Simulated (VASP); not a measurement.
# InAs (Fm-3m) in VASP: a series of runs, part 2 of 2

VASP 6.6.1. Earlier steps stand in the parts before.

## Step 3: Relaxation of cell and atoms, r2SCAN

This run uses another cell than the first one, of 23.81 Å³/atom.

File POSCAR:

```
InAs
1.0
    0.0000000000      2.8767311218      2.8767311218
    2.8767311218      0.0000000000      2.8767311218
    2.8767311218      2.8767311218      0.0000000000
In As
1 1
Direct
    0.0000000000      0.0000000000      0.0000000000
    0.5000000000      0.5000000000      0.5000000000
```

File INCAR.step1:

```
SYSTEM = InAs
PREC = Accurate
ENCUT = 600
ISMEAR = -1
SIGMA = 0.02
LREAL = .False.
LASPH = .True.
NELM = 80
GGA = PE
ALGO = Normal
EDIFF = 1E-4
LWAVE = .True.
LCHARG = .False.
```

File INCAR.step2:

```
SYSTEM = InAs
PREC = Accurate
ENCUT = 600
EDIFF = 1E-6
ISMEAR = -1
SIGMA = 0.02
LREAL = .False.
LASPH = .True.
NELM = 80
ALGO = Normal
ISIF = 3
LWAVE = .False.
LCHARG = .False.
METAGGA = R2SCAN
LMIXTAU = .True.
IBRION = 2
NSW = 80
EDIFFG = -0.005
ISTART = 1
```

File KPOINTS:

```
Automatic mesh
0
Gamma
  8 8 8
  0 0 0
```

Potentials or basis: VASP PAW PBE potentials, release 64 (In_d, As).

Command:

```sh
$ cat potpaw_PBE.64/In_d/POTCAR potpaw_PBE.64/As/POTCAR > POTCAR
$ cp INCAR.step1 INCAR
$ mpirun -np 1 vasp_std > vasp.out
$ cp INCAR.step2 INCAR
$ mpirun -np 1 vasp_std > vasp.out
```

OUTCAR:

```text
SYSTEM = InAs
   PREC = Accurate
   ENCUT = 600
   EDIFF = 1E-6
   ISMEAR = -1
   LREAL = .False.
   LASPH = .True.
   NELM = 80
   ISIF = 3
   METAGGA = R2SCAN
   IBRION = 2
   NSW = 80
   EDIFFG = -0.005
   ISTART = 1

 ion  position               nearest neighbor table
   1  0.000  0.000  0.000-   2 2.88   2 2.88   2 2.88   2 2.88   2 2.88   2 2.88
   2  0.500  0.500  0.500-   1 2.88   1 2.88   1 2.88   1 2.88   1 2.88   1 2.88

  LATTYP: Found a face centered cubic cell.
 ALAT       =     5.7534622436

  Lattice vectors:

 A1 = (   0.0000000000,   2.8767311218,   2.8767311218)
 A2 = (   2.8767311218,   0.0000000000,   2.8767311218)
 A3 = (   2.8767311218,   2.8767311218,   0.0000000000)

Analysis of symmetry for initial positions (statically):
=====================================================================
 Subroutine PRICEL returns:
 Original cell was already a primitive cell.

 Routine SETGRP: Setting up the symmetry group for a
 face centered cubic supercell.

 Subroutine GETGRP returns: Found 48 space group operations
 (whereof 48 operations were pure point group operations)
 out of a pool of 48 trial point group operations.

The static configuration has the point symmetry O_h .

Analysis of symmetry for dynamics (positions and initial velocities):
=====================================================================
 Subroutine PRICEL returns:
 Original cell was already a primitive cell.

 Routine SETGRP: Setting up the symmetry group for a
 face centered cubic supercell.

 Subroutine GETGRP returns: Found 48 space group operations
 (whereof 48 operations were pure point group operations)
 out of a pool of 48 trial point group operations.

The dynamic configuration has the point symmetry O_h .

 Subroutine INISYM returns: Found 48 space group operations
 (whereof 48 operations are pure point group operations),
 and found     1 'primitive' translations

[... 134 lines left out ...]

 number of electron      18.0000003 magnetization

 Free energy of the ion-electron system (eV)
  ---------------------------------------------------
  ext. energy  EPLUGINS =         0.00000000
  ---------------------------------------------------
  free energy    TOTEN  =       -37.55733970 eV

  energy without entropy =      -37.55397501  energy(sigma->0) =      -37.55565736

------------------------ aborting loop because EDIFF is reached ----------------------------------------

  FORCE on cell =-STRESS in cart. coord.  units (eV):
  Direction    XX          YY          ZZ          XY          YZ          ZX
  --------------------------------------------------------------------------------------
  -------------------------------------------------------------------------------------
  Total       -0.6793929     -0.6793929     -0.6793929     -0.0000000      0.0000000     -0.0000000
  in kB      -22.8614490    -22.8614490    -22.8614490     -0.0000000      0.0000000     -0.0000000
  external PRESSURE =     -22.8614490 kB  Pullay stress =       0.0000000 kB
[... 95 lines left out ...]
--------------------------------------- Ionic step        4  -------------------------------------------

 number of electron      17.9999999 magnetization

 Free energy of the ion-electron system (eV)
  ---------------------------------------------------
  ext. energy  EPLUGINS =         0.00000000
  ---------------------------------------------------
  free energy    TOTEN  =       -37.56945732 eV

  energy without entropy =      -37.56653990  energy(sigma->0) =      -37.56799861

 E-fermi :   6.2259     XC(G=0): -10.8434

 val. band max:        6.2192154673   @ k =   0.3750   0.0000   0.0000
 cond. band min:       6.2362256628   @ k =  -0.3750   0.3750   0.0000
 fundamental gap:      0.0170101955
 Fermi energy:         6.2258787954

 k-point     1 :       0.0000    0.0000    0.0000
  band No.  band energies     occupation
      1      -8.8017      2.00000
      2      -8.8017      2.00000
      3      -8.7670      2.00000
      4      -8.7670      2.00000
      5      -8.7670      2.00000
      6      -6.6533      2.00000
      7       5.8948      2.00000
      8       5.8948      2.00000
      9       5.8948      2.00000
     10       6.2021      1.53289
     11      13.8188      0.00000
     12      13.8188      0.00000
     13      13.8188      0.00000
[... 354 lines left out ...]
  band No.  band energies     occupation
      1      -8.9508      2.00000
      2      -8.8364      2.00000
      3      -8.7562      2.00000
      4      -8.7305      2.00000
      5      -8.6984      2.00000
      6      -4.3319      2.00000
      7      -0.1304      2.00000
      8       3.7293      2.00000
      9       4.5614      2.00000
     10       8.5561      0.00000
     11       9.8728      0.00000
     12      12.6435      0.00000
     13      14.2499      0.00000

 [... further k-points ...]

------------------------ aborting loop because EDIFF is reached ----------------------------------------

  FORCE on cell =-STRESS in cart. coord.  units (eV):
  Direction    XX          YY          ZZ          XY          YZ          ZX
  --------------------------------------------------------------------------------------
  -------------------------------------------------------------------------------------
  Total       -0.0079635     -0.0079635     -0.0079635      0.0000000      0.0000000     -0.0000000
  in kB       -0.2774666     -0.2774666     -0.2774666      0.0000000      0.0000000     -0.0000000
  external PRESSURE =      -0.2774666 kB  Pullay stress =       0.0000000 kB
[... 17 lines left out ...]
  FREE ENERGIE OF THE ION-ELECTRON SYSTEM (eV)
  ---------------------------------------------------
  free  energy   TOTEN  =       -37.5694573207 eV

  energy  without entropy=      -37.5665398974  energy(sigma->0) =      -37.56799861

 reached required accuracy - stopping structural energy minimisation
```

Run time: 10 min. Hardware: 1 thread of Intel Xeon 8259CL, shared host; peak memory 0.23 GiB.

Results:

- Free energy: -37.5695 eV
- Relaxed volume: 22.99 Å³/atom
- Relaxed cell: a = 4.021 Å, b = 4.021 Å, c = 4.021 Å, α = 60.00°, β = 60.00°, γ = 60.00°
- Space group after relaxing (to 0.1 Å): Fm-3m (No. 225)
- Energy gained by relaxing: 6.1 meV/atom
- Ionic steps: 4
- Pressure after relaxing: 0.0 GPa
- Band gap on the k mesh: zero (bands 9 and 10 overlap by 2.78 eV)

Step by step:
| step | energy change (eV) | largest force (eV/Å) | pressure (GPa) | volume (Å³) |
| --- | --- | --- | --- | --- |
| 1 | 0.0000 | 0.0000 | -2.29 | 47.61 |
| 2 | -0.0102 | 0.0000 | 0.93 | 45.31 |
| 3 | -0.0121 | 0.0000 | 0.06 | 45.95 |
| 4 | -0.0121 | 0.0000 | -0.03 | 45.98 |

Final structure:
```cif
data_structure
_symmetry_space_group_name_H-M 'P 1'
_symmetry_Int_Tables_number 1
_cell_length_a 4.0214
_cell_length_b 4.0214
_cell_length_c 4.0214
_cell_angle_alpha 60.000
_cell_angle_beta 60.000
_cell_angle_gamma 60.000
_cell_volume 45.98
loop_
_atom_site_label
_atom_site_type_symbol
_atom_site_fract_x
_atom_site_fract_y
_atom_site_fract_z
_atom_site_occupancy
In1 In 0.00000 0.00000 0.00000 1
As1 As 0.50000 0.50000 0.50000 1
```

Caveat: the structure was generated, so it needn't be the stable form of InAs; the PAW data sets were made with another functional, which shifts forces and pressure a little; spin-orbit coupling is left out, which moves the levels of the heavy elements.
